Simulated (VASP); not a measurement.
# Cr (Cmcm) in VASP: a series of runs

The runs below take Cr through single point, with r2SCAN, PBEsol.

Program: VASP 6.6.1. These are calculated values, not measurements. Logs are shortened: lines on timing, memory, paths and dates and some standing lists are left out, and cuts for length are marked.

## (1) The cell of the first run

The structure is orthorhombic, space group Cmcm (No. 63). Conventional cell: a = 2.324 Å, b = 4.999 Å, c = 4.118 Å, α = 90.00°, β = 90.00°, γ = 90.00°. Cr (site symmetry m2m) has 12 Cr at 2.32 to 2.76 Å within 3.1 Å.

## (2) Single point, r2SCAN, collinear spin, ferromagnetic start

POSCAR reads:

```
Cr
1.0
    1.1621450058     -2.4994896998      0.0000000000
    1.1621450058      2.4994896998      0.0000000000
    0.0000000000      0.0000000000      4.1177946463
Cr
2
Direct
    0.8705325800      0.1294674200      0.7500000000
    0.1294674200      0.8705325800      0.2500000000
```

INCAR.step1 reads:

```
ALGO     = Normal         # electronic algorithm
EDIFF    = 1E-4           # SCF threshold, eV
ENCUT    = 520            # plane-wave cutoff, eV
GGA      = PE             # functional
ISMEAR   = -1             # smearing method
ISPIN    = 2              # spin polarisation
LASPH    = T              # aspherical terms in the spheres
LCHARG   = F              # write CHGCAR
LMAXMIX  = 4              # l up to which the mixer works
LREAL    = F              # projectors in reciprocal space
LWAVE    = T              # write WAVECAR
MAGMOM   = 3 3            # initial moments
NBANDS   = 23             # bands
NELM     = 150            # most SCF steps
PREC     = Accurate       # precision mode
SIGMA    = 0.05           # smearing width, eV
```

INCAR.step2 reads:

```
ALGO     = Normal         # electronic algorithm
EDIFF    = 1E-6           # SCF threshold, eV
ENCUT    = 520            # plane-wave cutoff, eV
ISIF     = 2              # what is computed and relaxed
ISMEAR   = -1             # smearing method
ISPIN    = 2              # spin polarisation
ISTART   = 1            
LASPH    = T              # aspherical terms in the spheres
LCHARG   = F              # write CHGCAR
LMAXMIX  = 4              # l up to which the mixer works
LMIXTAU  = T            
LORBIT   = 11             # projections on sites
LREAL    = F              # projectors in reciprocal space
LWAVE    = F              # write WAVECAR
MAGMOM   = 3 3            # initial moments
METAGGA  = R2SCAN         # meta-GGA
NBANDS   = 23             # bands
NELM     = 150            # most SCF steps
PREC     = Accurate       # precision mode
SIGMA    = 0.05           # smearing width, eV
```

KPOINTS reads:

```
k-points
0
Gamma
  13 13 7
```

Potentials or basis: VASP PAW PBE potentials, release 64 (Cr_pv).

Launch:

```sh
cat potpaw_PBE.64/Cr_pv/POTCAR > POTCAR
cp INCAR.step1 INCAR
mpirun -np 1 vasp_std > vasp.out
cp INCAR.step2 INCAR
mpirun -np 1 vasp_std > vasp.out
```

OUTCAR:

```text
EDIFF = 1E-6
   ENCUT = 520
   ISIF = 2
   ISMEAR = -1
   ISPIN = 2
   ISTART = 1
   LASPH = T
   LORBIT = 11
   LREAL = F
   METAGGA = R2SCAN
   NELM = 150
   PREC = Accurate

 ion  position               nearest neighbor table
   1  0.871  0.129  0.750-   2 2.43   2 2.43   2 2.65   2 2.65   2 2.65   2 2.65
   2  0.129  0.871  0.250-   1 2.43   1 2.43   1 2.65   1 2.65   1 2.65   1 2.65

  LATTYP: Found a base centered orthorhombic cell.
 ALAT       =     2.3242900116
 B/A-ratio  =     2.1507554456
 C/A-ratio  =     1.7716354783

  Lattice vectors:

 A1 = (   1.1621450058,  -2.4994896998,   0.0000000000)
 A2 = (   1.1621450058,   2.4994896998,   0.0000000000)
 A3 = (   0.0000000000,   0.0000000000,   4.1177946463)

Analysis of symmetry for initial positions (statically):
=====================================================================
 Subroutine PRICEL returns:
 Original cell was already a primitive cell.

 Routine SETGRP: Setting up the symmetry group for a
 base centered orthorhombic supercell.

 Subroutine GETGRP returns: Found  8 space group operations
 (whereof  4 operations were pure point group operations)
 out of a pool of  8 trial point group operations.

The static configuration has the point symmetry C_2h.
 The point group associated with its full space group is D_2h.

Analysis of symmetry for dynamics (positions and initial velocities):
=====================================================================
 Subroutine PRICEL returns:
 Original cell was already a primitive cell.

 Routine SETGRP: Setting up the symmetry group for a
 base centered orthorhombic supercell.

 Subroutine GETGRP returns: Found  8 space group operations
 (whereof  4 operations were pure point group operations)
 out of a pool of  8 trial point group operations.

The dynamic configuration has the point symmetry C_2h.
 The point group associated with its full space group is D_2h.

Analysis of structural, dynamic, and magnetic symmetry:
=====================================================================
 Subroutine PRICEL returns:
 Original cell was already a primitive cell.

 Routine SETGRP: Setting up the symmetry group for a
 base centered orthorhombic supercell.

 Subroutine GETGRP returns: Found  8 space group operations
 (whereof  4 operations were pure point group operations)
 out of a pool of  8 trial point group operations.

The overall configuration has the point symmetry C_2h.
 The point group associated with its full space group is D_2h.

 Subroutine INISYM returns: Found  8 space group operations
 (whereof  4 operations are pure point group operations),
 and found     1 'primitive' translations

----------------------------------------------------------------------------------------

                                     Primitive cell

  volume of cell :      23.9225

  direct lattice vectors                    reciprocal lattice vectors
     1.162145006 -2.499489700  0.000000000     0.430238910 -0.200040832  0.000000000
     1.162145006  2.499489700  0.000000000     0.430238910  0.200040832  0.000000000
     0.000000000  0.000000000  4.117794646     0.000000000  0.000000000  0.242848439

  length of vectors
     2.756452389  2.756452389  4.117794646     0.474470077  0.474470077  0.242848439

  position of ions in fractional coordinates (direct lattice)
     0.870532580  0.129467420  0.750000000
     0.129467420  0.870532580  0.250000000

  ion indices of the primitive-cell ions
   primitive index   ion index
                 1           1
                 2           2

----------------------------------------------------------------------------------------

 KPOINTS: k-points

Automatic generation of k-mesh.
 Grid dimensions read from file:
 generate k-points for:   13   13    7

 Generating k-lattice:

  Cartesian coordinates                     Fractional coordinates (reciprocal lattice)
     0.033095301 -0.015387756  0.000000000     0.076923077  0.000000000  0.000000000
     0.033095301  0.015387756  0.000000000     0.000000000  0.076923077  0.000000000
     0.000000000  0.000000000  0.034692634     0.000000000  0.000000000  0.142857143

  Length of vectors
     0.036497698  0.036497698  0.034692634

  Shift w.r.t. Gamma in fractional coordinates (k-lattice)
     0.000000000  0.000000000  0.000000000

 Subroutine IBZKPT returns following result:
 ===========================================

 Found    196 irreducible k-points:

 Following reciprocal coordinates:
            Coordinates               Weight
  0.000000  0.000000  0.000000      1.000000
  0.076923 -0.000000  0.000000      4.000000
  0.153846  0.000000  0.000000      4.000000
  0.230769 -0.000000  0.000000      4.000000
  0.307692  0.000000  0.000000      4.000000
  0.384615 -0.000000  0.000000      4.000000
[... 16 lines left out ...]
  0.384615  0.153846  0.000000      4.000000
  0.461538  0.153846  0.000000      4.000000
 [... further k-points ...]
   k-points           NKPTS =    196   k-points in BZ     NKDIM =    196   number of bands    NBANDS=     23
   number of dos      NEDOS =    301   number of ions     NIONS =      2
   total plane-waves  NPLWV =  18432
   dimension x,y,z NGX =    24 NGY =   24 NGZ =   32
   dimension x,y,z NGXF=    48 NGYF=   48 NGZF=   64
   ions per type =               2
   NGX,Y,Z   is equivalent  to a cutoff of  14.47, 14.47, 12.92 a.u.
   NGXF,Y,Z  is equivalent  to a cutoff of  28.95, 28.95, 25.84 a.u.
 SYSTEM =  unknown system
   PREC   = accura    normal or accurate (medium, high low for compatibility)
   ISTART =      1    job   : 0-new  1-cont  2-samecut
   ICHARG =      0    charge: 1-file 2-atom 10-const
   ISPIN  =      2    spin polarized calculation?
   LNONCOLLINEAR =      F non collinear calculations
   LSORBIT =      F    spin-orbit coupling
   LASPH  =      T    aspherical Exc in radial PAW
   ENCUT  =  520.0 eV  38.22 Ry    6.18 a.u.   5.13  5.13  7.66*2*pi/ulx,y,z
   NELM   =    150;   NELMIN=  2; NELMDL=  0     # of ELM steps
   EDIFF  = 0.1E-05   stopping-criterion for ELM
   LREAL  =      F    real-space projection
   EDIFFG = 0.1E-04   stopping-criterion for IOM
   NSW    =      0    number of steps for IOM
   IBRION =     -1    ionic relax: 0-MD 1-quasi-New 2-CG
   NFREE  =      0    steps in history (QN), initial steepest desc. (CG)
   ISIF   =      2    stress and relaxation
   ISYM   =      2    0-nonsym 1-usesym 2-fastsym
   POTIM  = 0.5000    time-step for ionic-motion
   TEBEG  =    0.0;   TEEND  =   0.0 temperature during run
   PSTRESS=    0.0 pullay stress
   NELECT =      24.0000    total number of electrons
   NUPDOWN=      -1.0000    fix difference up-down
   EMIN   =  10.00;   EMAX   =-10.00  energy-range for DOS
   EFERMI =   0.00;   METHOD = LEGACY
   ISMEAR =    -1;   SIGMA  =   0.05  broadening in eV -4-tet -1-fermi 0-gaus
   EFERMI_NEDOS =   21; number of points for ismear=-14 and -15
   IALGO  =     38    algorithm
   IMIX   =      4    mixing-type and parameters
     AMIX     =   0.40;   BMIX     =  1.00
     AMIX_MAG =   1.60;   BMIX_MAG =  1.00
  volume/ion in A,a.u.               =      11.96        80.72
  Fermi-wavevector in a.u.,A,eV,Ry     =   1.638865  3.097005 36.543586  2.685878
  Thomas-Fermi vector in A             =   2.729766
   LORBIT       =     11    0 simple, 1 ext, 2 COOP (PROOUT), +10 PAW based schemes
   METAGGA = R2SCAN    functional components
   LHFCALC =     F    Hartree Fock is set to
   AEXX    =    0.0000 exact exchange contribution
   IVDW    =     0    specifies the selected vdW correction
   LEPSILON=     F    determine dielectric tensor
   LRPA    =     F    only Hartree local field effects (RPA)
 spin polarized calculation
  energy-cutoff  :      520.00
  volume of cell :       23.92
 maximum number of plane-waves:       662
 NGX is ok and might be reduce to    24
   NGX = 11   NGY = 11   NGZ = 15

 number of electron      23.9999994 magnetization      -0.0002343

 Free energy of the ion-electron system (eV)
  ---------------------------------------------------
  ext. energy  EPLUGINS =         0.00000000
  ---------------------------------------------------
  free energy    TOTEN  =       -28.89306981 eV

  energy without entropy =      -28.87297037  energy(sigma->0) =      -28.88302009

 E-fermi :  10.4366     XC(G=0): -14.7115

 val. band max:       10.4365441415   @ k =  -0.3846   0.0769   0.4286
 cond. band min:      10.4366739098   @ k =  -0.3846   0.0769   0.4286
 fundamental gap:      0.0001297684
 Fermi energy:        10.4365912196

 spin component 1

 k-point     1 :       0.0000    0.0000    0.0000
  band No.  band energies     occupation
      1     -34.6764      1.00000
      2     -34.1682      1.00000
      3     -33.9384      1.00000
      4     -33.7898      1.00000
      5     -33.7014      1.00000
      6     -33.6908      1.00000
[... 15 lines left out ...]
     22      26.5685      0.00000
     23      31.3214      0.00000
[... 575 lines left out ...]
      1     -34.7449      1.00000
      2     -34.6041      1.00000
      3     -34.3054      1.00000
      4     -34.2269      1.00000
      5     -34.0702      1.00000
      6     -33.8836      1.00000
[... 15 lines left out ...]
     22      22.1929      0.00000
     23      23.2227      0.00000

 [... further k-points ...]

 spin component 2

 k-point     1 :       0.0000    0.0000    0.0000
  band No.  band energies     occupation
      1     -34.6765      1.00000
      2     -34.1684      1.00000
      3     -33.9385      1.00000
      4     -33.7899      1.00000
      5     -33.7015      1.00000
      6     -33.6910      1.00000
[... 15 lines left out ...]
     22      26.5685      0.00000
     23      31.3213      0.00000
[... 575 lines left out ...]
      1     -34.7450      1.00000
      2     -34.6042      1.00000
      3     -34.3056      1.00000
      4     -34.2270      1.00000
      5     -34.0704      1.00000
      6     -33.8837      1.00000
[... 15 lines left out ...]
     22      22.1928      0.00000
     23      23.2226      0.00000

 [... further k-points ...]

------------------------ aborting loop because EDIFF is reached ----------------------------------------

  FORCE on cell =-STRESS in cart. coord.  units (eV):
  Direction    XX          YY          ZZ          XY          YZ          ZX
  --------------------------------------------------------------------------------------
  -------------------------------------------------------------------------------------
  Total       -1.1026697     -1.0476379     -0.8448022      0.0000000     -0.0000000      0.0000000
  in kB      -73.8498577    -70.1641745    -56.5795185      0.0000000     -0.0000000      0.0000000
  external PRESSURE =     -66.8645169 kB  Pullay stress =       0.0000000 kB

 VOLUME and BASIS-vectors are now :
 -----------------------------------------------------------------------------
  energy-cutoff  :      520.00
  volume of cell :       23.92
      direct lattice vectors                 reciprocal lattice vectors
     1.162145006 -2.499489700  0.000000000     0.430238910 -0.200040832  0.000000000
     1.162145006  2.499489700  0.000000000     0.430238910  0.200040832  0.000000000
     0.000000000  0.000000000  4.117794646     0.000000000  0.000000000  0.242848439

 POSITION                                       TOTAL-FORCE (eV/Angst)
 -----------------------------------------------------------------------------------
      1.16215     -1.85228      3.08835         0.000000      0.018488     -0.000000
      1.16215      1.85228      1.02945         0.000000     -0.018488      0.000000
 -----------------------------------------------------------------------------------
    total drift:                                0.000000     -0.000000      0.000000

  FREE ENERGIE OF THE ION-ELECTRON SYSTEM (eV)
  ---------------------------------------------------
  free  energy   TOTEN  =       -28.8930698149 eV

  energy  without entropy=      -28.8729703724  energy(sigma->0) =      -28.88302009

 total charge

# of ion       s       p       d       tot
------------------------------------------
    1        0.680   6.386   4.186  11.251
    2        0.680   6.386   4.186  11.251
--------------------------------------------------
tot          1.359  12.772   8.371  22.503

 magnetization (x)

# of ion       s       p       d       tot
------------------------------------------
    1       -0.000  -0.000  -0.000  -0.000
    2       -0.000  -0.000  -0.000  -0.000
--------------------------------------------------
tot         -0.000  -0.000  -0.000  -0.000
```

Wall time 4.6 min (1 thread of Intel Xeon 6975P-C (Granite Rapids), shared host); peak memory 0.28 GiB.

Results:

| Item | Value |
| --- | --- |
| Free energy | -28.8931 eV |
| Pressure | -6.7 GPa |
| Largest force | 0.018 eV/Å |
| Band gap on the k mesh | zero (filled and empty bands overlap) |
| Net moment | 0.00 μB per cell |
| Valence electrons inside the program's atomic spheres | Cr 11.25 |

Forces in eV/Å, atoms in the order of the input:
```
Cr   0.000  0.018  0.000
Cr   0.000 -0.018  0.000
```

Caveat: the cell stands under tension; the PAW data sets were made with another functional, which shifts forces and pressure a little.

## (3) Single point, r2SCAN, collinear spin, ferromagnetic start

This run uses another cell than the first one, of 12.19 Å³/atom.

POSCAR reads:

```
Cr
1.0
    1.1695474029     -2.5154104456      0.0000000000
    1.1695474029      2.5154104456      0.0000000000
    0.0000000000      0.0000000000      4.1440233448
Cr
2
Direct
    0.8705325800      0.1294674200      0.7500000000
    0.1294674200      0.8705325800      0.2500000000
```

INCAR.step1 reads:

```
SYSTEM = Cr
PREC     = Accurate       ! precision mode
ENCUT    = 520            ! plane-wave cutoff, eV
ISMEAR   = -1             ! smearing method
SIGMA    = 0.05           ! smearing width, eV
LREAL    = .FALSE.        ! projectors in reciprocal space
LASPH    = .TRUE.         ! aspherical terms in the spheres
NELM     = 150            ! most SCF steps
ISPIN    = 2              ! spin polarisation
MAGMOM   = 3 3            ! initial moments
LMAXMIX  = 4              ! l up to which the mixer works
NBANDS   = 23             ! bands
GGA      = PE             ! functional
ALGO     = Normal         ! electronic algorithm
EDIFF    = 1E-4           ! SCF threshold, eV
LWAVE    = .TRUE.         ! write WAVECAR
LCHARG   = .FALSE.        ! write CHGCAR
```

INCAR.step2 reads:

```
SYSTEM = Cr
PREC     = Accurate       ! precision mode
ENCUT    = 520            ! plane-wave cutoff, eV
EDIFF    = 1E-6           ! SCF threshold, eV
ISMEAR   = -1             ! smearing method
SIGMA    = 0.05           ! smearing width, eV
LREAL    = .FALSE.        ! projectors in reciprocal space
LASPH    = .TRUE.         ! aspherical terms in the spheres
NELM     = 150            ! most SCF steps
ALGO     = Normal         ! electronic algorithm
ISIF     = 2              ! what is computed and relaxed
LWAVE    = .FALSE.        ! write WAVECAR
LCHARG   = .FALSE.        ! write CHGCAR
ISPIN    = 2              ! spin polarisation
MAGMOM   = 3 3            ! initial moments
LORBIT   = 11             ! projections on sites
LMAXMIX  = 4              ! l up to which the mixer works
METAGGA  = R2SCAN         ! meta-GGA
LMIXTAU  = .TRUE.       
NBANDS   = 23             ! bands
ISTART   = 1
```

KPOINTS reads:

```
Automatic mesh
0
G
  13 13 7
  0 0 0
```

Potentials or basis: VASP PAW PBE potentials, release 64 (Cr_pv).

Launch:

```sh
cat potpaw_PBE.64/Cr_pv/POTCAR > POTCAR
cp INCAR.step1 INCAR
mpirun -np 1 vasp_std > vasp.out
cp INCAR.step2 INCAR
mpirun -np 1 vasp_std > vasp.out
```

Run time: 4.5 min. Hardware: 1 thread of Intel Xeon 6975P-C (Granite Rapids), shared host; peak memory 0.28 GiB.

The run converged. Its results:

- Free energy: -28.8678 eV
- Pressure: -11.0 GPa
- Largest force: 0.004 eV/Å
- Band gap on the k mesh: zero (filled and empty bands overlap)
- Net moment: 0.00 μB per cell
- Valence electrons inside the program's atomic spheres: Cr 11.22

Forces on the atoms (eV/Å):
```
Cr   0.000  0.004  0.000
Cr   0.000 -0.004  0.000
```

Stress tensor (GPa, compression positive):
```
-11.71   0.00   0.00
  0.00 -11.09   0.00
  0.00   0.00 -10.09
```

Levels at points of the mesh, in eV from the Fermi level:
Spin up:
| k point | band 8 | band 9 | band 10 | band 11 | band 12 | band 13 | band 14 | band 15 | band 16 | band 17 |
| --- | --- | --- | --- | --- | --- | --- | --- | --- | --- | --- |
| (0.00, 0.00, 0.00) | -4.29 | -2.18 | -2.01 | -0.89 | 0.28 | 0.67 | 1.10 | 1.14 | 1.81 | 1.96 |
Spin down:
| k point | band 8 | band 9 | band 10 | band 11 | band 12 | band 13 | band 14 | band 15 | band 16 | band 17 |
| --- | --- | --- | --- | --- | --- | --- | --- | --- | --- | --- |
| (0.00, 0.00, 0.00) | -4.29 | -2.18 | -2.01 | -0.89 | 0.28 | 0.67 | 1.10 | 1.14 | 1.81 | 1.96 |

Caveat: the cell stands under tension; the PAW data sets were made with another functional, which shifts forces and pressure a little.

## (4) Single point, PBEsol, collinear spin, ferromagnetic start

This run uses another cell than the first one, of 10.81 Å³/atom.

INCAR reads:

```
SYSTEM = Cr
PREC = Accurate
ENCUT = 520
EDIFF = 1E-7
ISMEAR = -1
SIGMA = 0.05
LREAL = .FALSE.
LASPH = .TRUE.
NELM = 150
ALGO = Normal
ISIF = 2
LWAVE = .FALSE.
LCHARG = .FALSE.
ISPIN = 2
MAGMOM = 3 3
LORBIT = 11
LMAXMIX = 4
GGA = PS
NBANDS = 23
```

KPOINTS is that of step 3.

POSCAR reads:

```
Cr
1.0
    1.1236347407     -2.4166635374      0.0000000000
    1.1236347407      2.4166635374      0.0000000000
    0.0000000000      0.0000000000      3.9813423424
Cr
2
Direct
    0.8705325800      0.1294674200      0.7500000000
    0.1294674200      0.8705325800      0.2500000000
```

Launch:

```sh
cat potpaw_PBE.64/Cr_pv/POTCAR > POTCAR
mpirun -np 1 vasp_std > vasp.out
```

Run time: 2.8 min. Hardware: 1 thread of Intel Xeon Platinum 8259CL at 2.50GHz (Skylake/Cascade Lake), shared host; peak memory 0.24 GiB.

It converged, with:

* Free energy: -19.7643 eV
* Pressure: 15.7 GPa
* Largest force: 0.222 eV/Å
* Band gap on the k mesh: zero (filled and empty bands overlap)
* Net moment: 0.00 μB per cell
* Valence electrons inside the program's atomic spheres: Cr 11.25

Forces in eV/Å, atoms in the order of the input:
```
Cr   0.000  0.222  0.000
Cr   0.000 -0.222  0.000
```

Stress tensor (GPa, compression positive):
```
15.61  0.00  0.00
 0.00 11.75  0.00
 0.00  0.00 19.59
```

Levels at points of the mesh, in eV from the Fermi level:
Spin up:
| k point | band 9 | band 10 | band 11 | band 12 | band 13 | band 14 | band 15 | band 16 |
| --- | --- | --- | --- | --- | --- | --- | --- | --- |
| (0.00, 0.00, 0.00) | -2.33 | -2.09 | -0.95 | 0.17 | 1.09 | 1.13 | 1.18 | 1.83 |
Spin down:
| k point | band 9 | band 10 | band 11 | band 12 | band 13 | band 14 | band 15 | band 16 |
| --- | --- | --- | --- | --- | --- | --- | --- | --- |
| (0.00, 0.00, 0.00) | -2.33 | -2.09 | -0.95 | 0.17 | 1.09 | 1.13 | 1.18 | 1.83 |

Caveat: the cell stands under pressure; an empty level that is flat over the whole mesh can mark a ghost state of the potentials, or a narrow d or f band; the PAW data sets were made with another functional, which shifts forces and pressure a little.

(Part 1 of 2 ends here.)
